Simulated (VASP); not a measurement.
Write the native input for VASP 6.6.1 that does the following.

* Task: single point
* Functional: PBE
* Potentials or basis: VASP PAW PBE potentials, release 64 (Cd, S)
* Cutoff: 520 eV
* k mesh: 4 × 4 × 2
* Occupations: fermi-dirac, width 0.04 eV
* Spin: no spin polarisation
* Dipole correction: no
* Further INCAR settings: ALGO = Normal; EDIFF = 1e-07; NBANDS = 26

The structure of CdS (Greenockite) lies in POSCAR:

```
CdS
1.0
    4.1500000000      0.0000000000      0.0000000000
   -2.0750000000      3.5940054257      0.0000000000
    0.0000000000      0.0000000000      6.7370000000
Cd S
2 2
Direct
    0.6666666667      0.3333333333      0.5000000000
    0.3333333333      0.6666666667      0.0000000000
    0.6666666667      0.3333333333      0.8750000000
    0.3333333333      0.6666666667      0.3750000000
```

One way to write it, as run:

INCAR

```
SYSTEM = CdS
PREC = Accurate ; ENCUT = 520
EDIFF = 1E-7 ; ISMEAR = -1
SIGMA = 0.04 ; LREAL = .False.
LASPH = .True. ; NELM = 100
ALGO = Normal ; ISIF = 2
LWAVE = .False. ; LCHARG = .False.
GGA = PE ; NBANDS = 26
```

KPOINTS

```
regular mesh
0
Gamma
  4 4 2
  0 0 0
```

Potentials or basis: VASP PAW PBE potentials, release 64 (Cd, S).

The run is started by

```sh
$ cat potpaw_PBE.64/Cd/POTCAR potpaw_PBE.64/S/POTCAR > POTCAR
$ mpirun -np 1 vasp_std > vasp.out
```

It gave:

The pressure is 2.5 GPa and the largest force is 0.056 eV/Å. The band gap on the k mesh is 1.19 eV, direct.

Caveat: the k points lie up to 0.47 Å⁻¹ apart.

It took 19 s on 1 thread of Intel(R) Xeon(R) Platinum 8488C (Sapphire Rapids), with other jobs on the host, peak memory 0.21 GiB.
